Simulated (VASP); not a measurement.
Set up this calculation in VASP 6.6.1, as the native input.

```
Task                   : single point
Functional             : PBE
Potentials or basis    : VASP PAW PBE potentials, release 64 (Mg, B)
Cutoff                 : 520 eV
k mesh                 : 4 × 3 × 4
Occupations            : gaussian, width 0.05 eV
Spin                   : no spin polarisation
Dipole correction      : no
Further INCAR settings : ALGO = Normal; EDIFF = 1e-06; NBANDS = 26
```

The structure of Mg12B (a cell with a defect) lies in POSCAR:

```
Mg12B
1.0
    6.4200000000      0.0000000000      0.0000000000
   -4.8150000000      8.3398250000      0.0000000000
    0.0000000000      0.0000000000      5.2130400000
Mg B
12 1
Direct
    0.0207073742      0.0031946714      0.0012955972
    0.1619347488      0.2292930607      0.5209117904
   -0.0453554846      0.3067154287      0.0068888787
    0.1726697409      0.5577991145      0.4841984715
    0.0375056955      0.6551546345     -0.0094426669
    0.1549311812      0.8799111492      0.4943388119
    0.4890007784     -0.0085190037     -0.0119486902
    0.6370509808      0.2128553057      0.4955912481
    0.4942580782      0.3376454542      0.0142183831
    0.6677585302      0.5544383725      0.5254686325
    0.5607834125      0.6924719643      0.0127280819
    0.6752024752      0.9040880354      0.4960727330
    0.3139382043      0.4607402434      0.7973171125
```

These files were run (other wordings do the same):

INCAR

```
SYSTEM = Mg12B
PREC     = Accurate       ! precision mode
ENCUT    = 520            ! plane-wave cutoff, eV
EDIFF    = 1E-6           ! SCF threshold, eV
ISMEAR   = 0              ! smearing method
SIGMA    = 0.05           ! smearing width, eV
LREAL    = .FALSE.        ! projectors in reciprocal space
LASPH    = .TRUE.         ! aspherical terms in the spheres
NELM     = 80             ! most SCF steps
ALGO     = Normal         ! electronic algorithm
ISIF     = 2              ! what is computed and relaxed
LWAVE    = .FALSE.        ! write WAVECAR
LCHARG   = .FALSE.        ! write CHGCAR
GGA      = PE             ! functional
NBANDS   = 26             ! bands
```

KPOINTS

```
Automatic mesh
0
G
  4 3 4
  0 0 0
```

Potentials or basis: VASP PAW PBE potentials, release 64 (Mg, B).

Command:

```sh
$ cat potpaw_PBE.64/Mg/POTCAR potpaw_PBE.64/B/POTCAR > POTCAR
$ mpirun -np 1 vasp_std > vasp.out
```

It gave:

| Quantity | Value |
| --- | --- |
| Pressure | 0.7 GPa |
| Largest force | 0.360 eV/Å |
| Band gap on the k mesh | zero (an odd number of electrons rules out a gap without spin polarisation) |

Wall time 110 s on 1 thread of Intel(R) Xeon(R) 6975P-C (Granite Rapids), on a shared host, peak memory 0.44 GiB.
